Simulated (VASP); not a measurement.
# HgPtSeF3 (Cmm2) in VASP: further runs

The runs below take HgPtSeF3 through single point, with PBE.

Program: VASP 6.6.1. These are calculated values, not measurements. Logs are shortened: lines on timing, memory, paths and dates and some standing lists are left out, and cuts for length are marked.

**1. The cell of the first run**

The structure is orthorhombic, space group Cmm2 (No. 35). Conventional cell: a = 5.736 Å, b = 5.751 Å, c = 7.311 Å, α = 90.00°, β = 90.00°, γ = 90.00°. Within 3.8 Å of Hg (site symmetry mm2) lie 4 Pt at 2.87 to 2.88 Å and 8 F at 3.40 to 3.44 Å and 4 Se at 3.76 Å. Pt (site symmetry mm2) has 1 F at 1.98 Å and 1 Se at 2.27 Å within 2.6 Å. Se (site symmetry mm2) has 4 F at 2.06 Å and 1 Pt at 2.27 Å within 2.7 Å. F (site symmetry 2) has 2 Se at 2.06 Å within 2.7 Å. F (site symmetry mm2) has 1 Pt at 1.98 Å within 2.6 Å.

**2. Single point, PBE**

File INCAR:

```
SYSTEM = HgPtSeF3
PREC = Accurate
ENCUT = 520
EDIFF = 1E-6
ISMEAR = 0
SIGMA = 0.1
LREAL = .FALSE.
LASPH = .TRUE.
NELM = 80
ALGO = Normal
ISIF = 2
LWAVE = .FALSE.
LCHARG = .FALSE.
GGA = PE
NBANDS = 34
```

File KPOINTS:

```
Automatic mesh
0
G
  8 8 4
  0 0 0
```

File POSCAR:

```
HgPtSeF3
1.0
    2.8681617027     -2.8752562630      0.0000000000
    2.8681617027      2.8752562630      0.0000000000
    0.0000000000      0.0000000000      7.3108443258
Hg Pt Se F
1 1 1 3
Direct
    0.5000000000      0.5000000000      0.6942202315
    0.0000000000      0.0000000000      0.7157000799
    0.0000000000      0.0000000000      0.0257363607
    0.0000000000      0.5000000000      0.0736963627
    0.5000000000      0.0000000000      0.0736963627
    0.0000000000      0.0000000000      0.4451374925
```

Potentials or basis: VASP PAW PBE potentials, release 64 (Hg, Pt, Se, F).

Command:

```sh
$ cat potpaw_PBE.64/Hg/POTCAR potpaw_PBE.64/Pt/POTCAR potpaw_PBE.64/Se/POTCAR potpaw_PBE.64/F/POTCAR > POTCAR
$ mpirun -np 1 vasp_std > vasp.out
```

OUTCAR:

```text
SYSTEM = HgPtSeF3
   PREC = Accurate
   ENCUT = 520
   EDIFF = 1E-6
   ISMEAR = 0
   LREAL = .FALSE.
   LASPH = .TRUE.
   NELM = 80
   ISIF = 2
   GGA = PE

 ion  position               nearest neighbor table
   1  0.500  0.500  0.694-   2 2.87   2 2.87   2 2.88   2 2.88
   2  0.000  0.000  0.716-   6 1.98   3 2.27   1 2.87   1 2.87   1 2.88   1 2.88
   3  0.000  0.000  0.026-   4 2.06   5 2.06   4 2.06   5 2.06   2 2.27
   4  0.000  0.500  0.074-   3 2.06   3 2.06
   5  0.500  0.000  0.074-   3 2.06   3 2.06
   6  0.000  0.000  0.445-   2 1.98

  LATTYP: Found a base centered orthorhombic cell.
 ALAT       =     5.7363234054
 B/A-ratio  =     1.0024735566
 C/A-ratio  =     1.2744825926

  Lattice vectors:

 A1 = (   2.8681617027,  -2.8752562630,   0.0000000000)
 A2 = (   2.8681617027,   2.8752562630,   0.0000000000)
 A3 = (   0.0000000000,   0.0000000000,   7.3108443258)

Analysis of symmetry for initial positions (statically):
=====================================================================
 Subroutine PRICEL returns:
 Original cell was already a primitive cell.

 Routine SETGRP: Setting up the symmetry group for a
 base centered orthorhombic supercell.

 Subroutine GETGRP returns: Found  4 space group operations
 (whereof  4 operations were pure point group operations)
 out of a pool of  8 trial point group operations.

The static configuration has the point symmetry C_2v.

Analysis of symmetry for dynamics (positions and initial velocities):
=====================================================================
 Subroutine PRICEL returns:
 Original cell was already a primitive cell.

 Routine SETGRP: Setting up the symmetry group for a
 base centered orthorhombic supercell.

 Subroutine GETGRP returns: Found  4 space group operations
 (whereof  4 operations were pure point group operations)
 out of a pool of  8 trial point group operations.

The dynamic configuration has the point symmetry C_2v.

 Subroutine INISYM returns: Found  4 space group operations
 (whereof  4 operations are pure point group operations),
 and found     1 'primitive' translations

----------------------------------------------------------------------------------------

                                     Primitive cell

  volume of cell :     120.5807

  direct lattice vectors                    reciprocal lattice vectors
     2.868161703 -2.875256263  0.000000000     0.174327689 -0.173897543  0.000000000
     2.868161703  2.875256263  0.000000000     0.174327689  0.173897543  0.000000000
     0.000000000  0.000000000  7.310844326     0.000000000  0.000000000  0.136783107

  length of vectors
     4.061212889  4.061212889  7.310844326     0.246232611  0.246232611  0.136783107

  position of ions in fractional coordinates (direct lattice)
     0.500000000  0.500000000  0.694220231
     0.000000000  0.000000000  0.715700080
     0.000000000  0.000000000  0.025736361
     0.000000000  0.500000000  0.073696363
     0.500000000  0.000000000  0.073696363
     0.000000000  0.000000000  0.445137493

  ion indices of the primitive-cell ions
   primitive index   ion index
                 1           1
                 2           2
                 3           3
                 4           4
                 5           5
                 6           6

----------------------------------------------------------------------------------------

 KPOINTS: Automatic mesh

Automatic generation of k-mesh.
 Grid dimensions read from file:
 generate k-points for:    8    8    4

 Generating k-lattice:

  Cartesian coordinates                     Fractional coordinates (reciprocal lattice)
     0.021790961 -0.021737193  0.000000000     0.125000000  0.000000000  0.000000000
     0.021790961  0.021737193  0.000000000     0.000000000  0.125000000  0.000000000
     0.000000000  0.000000000  0.034195777     0.000000000  0.000000000  0.250000000

  Length of vectors
     0.030779076  0.030779076  0.034195777

  Shift w.r.t. Gamma in fractional coordinates (k-lattice)
     0.000000000  0.000000000  0.000000000

 Subroutine IBZKPT returns following result:
 ===========================================

 Found     63 irreducible k-points:

 Following reciprocal coordinates:
            Coordinates               Weight
  0.000000  0.000000  0.000000      1.000000
  0.125000  0.000000  0.000000      4.000000
  0.250000  0.000000  0.000000      4.000000
  0.375000  0.000000  0.000000      4.000000
  0.500000  0.000000  0.000000      2.000000
  0.125000  0.125000  0.000000      2.000000
[... 16 lines left out ...]
  0.125000  0.000000  0.250000      8.000000
  0.250000  0.000000  0.250000      8.000000
 [... further k-points ...]
   k-points           NKPTS =     63   k-points in BZ     NKDIM =     63   number of bands    NBANDS=     34
   number of dos      NEDOS =    301   number of ions     NIONS =      6
   total plane-waves  NPLWV =  48600
   dimension x,y,z NGX =    30 NGY =   30 NGZ =   54
   dimension x,y,z NGXF=    60 NGYF=   60 NGZF=  108
   ions per type =               1   1   1   3
   NGX,Y,Z   is equivalent  to a cutoff of  12.28, 12.28, 12.28 a.u.
   NGXF,Y,Z  is equivalent  to a cutoff of  24.56, 24.56, 24.56 a.u.
 SYSTEM =  HgPtSeF3
   PREC   = accura    normal or accurate (medium, high low for compatibility)
   ISTART =      0    job   : 0-new  1-cont  2-samecut
   ICHARG =      2    charge: 1-file 2-atom 10-const
   ISPIN  =      1    spin polarized calculation?
   LNONCOLLINEAR =      F non collinear calculations
   LSORBIT =      F    spin-orbit coupling
   LASPH  =      T    aspherical Exc in radial PAW
   ENCUT  =  520.0 eV  38.22 Ry    6.18 a.u.   7.55  7.55 13.59*2*pi/ulx,y,z
   NELM   =     80;   NELMIN=  2; NELMDL= -5     # of ELM steps
   EDIFF  = 0.1E-05   stopping-criterion for ELM
   LREAL  =      F    real-space projection
   EDIFFG = 0.1E-04   stopping-criterion for IOM
   NSW    =      0    number of steps for IOM
   IBRION =     -1    ionic relax: 0-MD 1-quasi-New 2-CG
   NFREE  =      0    steps in history (QN), initial steepest desc. (CG)
   ISIF   =      2    stress and relaxation
   ISYM   =      2    0-nonsym 1-usesym 2-fastsym
   POTIM  = 0.5000    time-step for ionic-motion
   TEBEG  =    0.0;   TEEND  =   0.0 temperature during run
   PSTRESS=    0.0 pullay stress
   NELECT =      49.0000    total number of electrons
   NUPDOWN=      -1.0000    fix difference up-down
   EMIN   =  10.00;   EMAX   =-10.00  energy-range for DOS
   EFERMI =   0.00;   METHOD = LEGACY
   ISMEAR =     0;   SIGMA  =   0.10  broadening in eV -4-tet -1-fermi 0-gaus
   EFERMI_NEDOS =   21; number of points for ismear=-14 and -15
   IALGO  =     38    algorithm
   IMIX   =      4    mixing-type and parameters
     AMIX     =   0.40;   BMIX     =  1.00
     AMIX_MAG =   1.60;   BMIX_MAG =  1.00
  volume/ion in A,a.u.               =      20.10       135.62
  Fermi-wavevector in a.u.,A,eV,Ry     =   1.212591  2.291464 20.005687  1.470377
  Thomas-Fermi vector in A             =   2.348070
   LORBIT       =      0    0 simple, 1 ext, 2 COOP (PROOUT), +10 PAW based schemes
   GGA     = PE    functional components
   LHFCALC =     F    Hartree Fock is set to
   AEXX    =    0.0000 exact exchange contribution
   IVDW    =     0    specifies the selected vdW correction
   LEPSILON=     F    determine dielectric tensor
   LRPA    =     F    only Hartree local field effects (RPA)
 non-spin polarized calculation
 Gauss-broadening in eV      SIGMA  =   0.10
  energy-cutoff  :      520.00
  volume of cell :      120.58
 maximum number of plane-waves:      3277
   NGX = 15   NGY = 15   NGZ = 27

 number of electron      48.9999961 magnetization

 Free energy of the ion-electron system (eV)
  ---------------------------------------------------
  ext. energy  EPLUGINS =         0.00000000
  ---------------------------------------------------
  free energy    TOTEN  =       -20.91094505 eV

  energy without entropy =      -20.90235968  energy(sigma->0) =      -20.90665237

 E-fermi :   1.1936     XC(G=0):  -8.8741

 val. band max:        1.1766421123   @ k =  -0.3750   0.2500   0.5000
 cond. band min:       1.2115575132   @ k =   0.5000   0.5000   0.2500
 fundamental gap:      0.0349154009
 Fermi energy:         1.1936235969

 k-point     1 :       0.0000    0.0000    0.0000
  band No.  band energies     occupation
      1     -23.1997      2.00000
      2     -22.3659      2.00000
      3     -20.8174      2.00000
      4     -11.9665      2.00000
      5      -7.4912      2.00000
      6      -7.4821      2.00000
[... 26 lines left out ...]
     33      12.1862      0.00000
     34      12.4473      0.00000

 k-point     2 :       0.1250    0.0000    0.0000
  band No.  band energies     occupation
      1     -23.1648      2.00000
      2     -22.3917      2.00000
      3     -20.8165      2.00000
      4     -12.1874      2.00000
      5      -7.4614      2.00000
      6      -7.1928      2.00000
[... 26 lines left out ...]
     33      12.1271      0.00000
     34      12.4154      0.00000

 k-point     3 :       0.2500    0.0000    0.0000
  band No.  band energies     occupation
      1     -23.0665      2.00000
      2     -22.4676      2.00000
      3     -20.8142      2.00000
      4     -12.6333      2.00000
      5      -7.3984      2.00000
      6      -6.5897      2.00000
[... 26 lines left out ...]
     33      11.4253      0.00000
     34      12.3235      0.00000
[... 704 lines left out ...]
 k-point    23 :       0.1250    0.0000    0.2500
  band No.  band energies     occupation
      1     -23.1643      2.00000
      2     -22.3917      2.00000
      3     -20.8170      2.00000
      4     -12.1982      2.00000
      5      -7.4626      2.00000
      6      -7.1845      2.00000
[... 26 lines left out ...]
     33      11.9763      0.00000
     34      12.4068      0.00000

 k-point    24 :       0.2500    0.0000    0.2500
  band No.  band energies     occupation
      1     -23.0660      2.00000
      2     -22.4676      2.00000
      3     -20.8145      2.00000
      4     -12.6437      2.00000
      5      -7.3995      2.00000
      6      -6.5468      2.00000
[... 26 lines left out ...]
     33      11.3121      0.00000
     34      12.3445      0.00000

 [... further k-points ...]
[... 5 lines left out ...]
  --------------------------------------------------------------------------------------
  -------------------------------------------------------------------------------------
  Total        0.0348721      0.0028765      0.1151383      0.0000000      0.0000000      0.0000000
  in kB        0.4633524      0.0382203      1.5298640      0.0000000      0.0000000      0.0000000
  external PRESSURE =       0.6771456 kB  Pullay stress =       0.0000000 kB

 VOLUME and BASIS-vectors are now :
 -----------------------------------------------------------------------------
  energy-cutoff  :      520.00
  volume of cell :      120.58
      direct lattice vectors                 reciprocal lattice vectors
     2.868161703 -2.875256263  0.000000000     0.174327689 -0.173897543  0.000000000
     2.868161703  2.875256263  0.000000000     0.174327689  0.173897543  0.000000000
     0.000000000  0.000000000  7.310844326     0.000000000  0.000000000  0.136783107

 POSITION                                       TOTAL-FORCE (eV/Angst)
 -----------------------------------------------------------------------------------
      2.86816      0.00000      5.07534         0.000000     -0.000000     -0.010079
      0.00000      0.00000      5.23237         0.000000     -0.000000      0.083290
      0.00000      0.00000      0.18815        -0.000000     -0.000000      0.044876
      1.43408      1.43763      0.53878        -0.000000      0.000000     -0.005376
      1.43408     -1.43763      0.53878         0.000000     -0.000000     -0.005376
      0.00000      0.00000      3.25433         0.000000     -0.000000     -0.107334
 -----------------------------------------------------------------------------------
    total drift:                               -0.000000      0.000000      0.001422

  FREE ENERGIE OF THE ION-ELECTRON SYSTEM (eV)
  ---------------------------------------------------
  free  energy   TOTEN  =       -20.9109450510 eV

  energy  without entropy=      -20.9023596816  energy(sigma->0) =      -20.90665237
```

Wall time 4 min (1 thread of Oxide Virtual Turin-like, shared host); peak memory 0.36 GiB.

What came out:

```yaml
Free_energy: -20.9109 eV
Pressure: 0.1 GPa
Largest_force: 0.107 eV/Å
```

Forces in eV/Å, atoms in the order of the input:
```
Hg   0.000  0.000 -0.010
Pt   0.000  0.000  0.083
Se   0.000  0.000  0.045
F    0.000  0.000 -0.005
F    0.000  0.000 -0.005
F    0.000  0.000 -0.107
```

Caveat: spin-orbit coupling is left out, which moves the levels of the heavy elements; an odd number of electrons without spin polarisation forces a metal; a magnetic or distorted state may lie lower.

[end of part 1 of 2]
